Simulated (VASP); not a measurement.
Write the native input for VASP 6.6.1 that does the following.

```
Task                   : single point
Functional             : r2SCAN
Potentials or basis    : VASP PAW PBE potentials, release 64 (V_sv)
Cutoff                 : 520 eV
k mesh                 : 9 × 9 × 15
Occupations            : fermi-dirac, width 0.1 eV
Spin                   : no spin polarisation
Dipole correction      : no
Further INCAR settings : ALGO = Normal; EDIFF = 1e-06; NBANDS = 26
```

Crystal: V.

```
CELL_PARAMETERS angstrom
4.60696 0.00000 0.00000
-2.30348 3.98974 0.00000
0.00000 0.00000 2.46350
ATOMIC_POSITIONS crystal
V 0.00000 0.00000 0.00000
V 0.33333 0.66667 0.50000
V 0.66667 0.33333 0.50000
```

This cell differs from its parent crystal: volume scaled by 1.12.

The input as run:

POSCAR

```
V
1.0
    4.6069602861      0.0000000000      0.0000000000
   -2.3034801431      3.9897446420      0.0000000000
    0.0000000000      0.0000000000      2.4635000327
V
3
Direct
    1.0000000000      1.0000000000      0.0000000000
    0.3333333333      0.6666666667      0.5000000000
    0.6666666667      0.3333333333      0.5000000000
```

INCAR.step1

```
  PREC = Accurate
  ENCUT = 520
  ISMEAR = -1
  SIGMA = 0.1
  LREAL = False
  LASPH = True
  NELM = 80
  NBANDS = 26
  GGA = PE
  ALGO = Normal
  EDIFF = 1E-4
  LWAVE = True
  LCHARG = False
```

INCAR.step2

```
  PREC = Accurate
  ENCUT = 520
  EDIFF = 1E-6
  ISMEAR = -1
  SIGMA = 0.1
  LREAL = False
  LASPH = True
  NELM = 80
  ALGO = Normal
  ISIF = 2
  LWAVE = False
  LCHARG = True
  METAGGA = R2SCAN
  LMIXTAU = True
  LELF = True
  LVHAR = True
  NBANDS = 26
  ISTART = 1
```

KPOINTS

```
regular mesh
0
Gamma
  9 9 15
```

Potentials or basis: VASP PAW PBE potentials, release 64 (V_sv).

Run with:

```sh
$ cat potpaw_PBE.64/V_sv/POTCAR > POTCAR
$ cp INCAR.step1 INCAR
$ mpirun -np 1 vasp_std > vasp.out
$ cp INCAR.step2 INCAR
$ mpirun -np 1 vasp_std > vasp.out
```

Results of the run:

| Item | Value |
| --- | --- |
| Pressure | -16.6 GPa |

Caveat: the PAW data sets were made with another functional, which shifts forces and pressure a little.

It took 4 min on 1 thread of Intel(R) Xeon(R) Platinum 8375C CPU @ 2.90GHz (Ice Lake) (shared host), peak memory 0.22 GiB.
